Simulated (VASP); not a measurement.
Input of a VASP 6.6.1 run:

Contents of INCAR:

```
SYSTEM = Cu
PREC = Accurate ; ENCUT = 600
EDIFF = 1E-6 ; ISMEAR = -1
SIGMA = 0.05 ; LREAL = .False.
LASPH = .True. ; NELM = 120
ALGO = Normal ; ISIF = 2
LWAVE = .False. ; LCHARG = .False.
GGA = RP ; NBANDS = 12
GGA_COMPAT = .False.
```

KPOINTS

```
regular mesh
0
Gamma
  13 13 13
  0 0 0
```

POSCAR

```
Cu
1.0
    0.0000000000      1.8312856224      1.8312856224
    1.8312856224      0.0000000000      1.8312856224
    1.8312856224      1.8312856224      0.0000000000
Cu
1
Direct
    0.0000000000      0.0000000000      0.0000000000
```

Potentials or basis: VASP PAW PBE potentials, release 64 (Cu).

Run with:

```bash
$ cat potpaw_PBE.64/Cu/POTCAR > POTCAR
$ mpirun -np 1 vasp_std > vasp.out
```

Problem. Predict the pressure.

Solution. 1.6 GPa.

Caveat: the PAW data sets were made with another functional, which shifts forces and pressure a little.
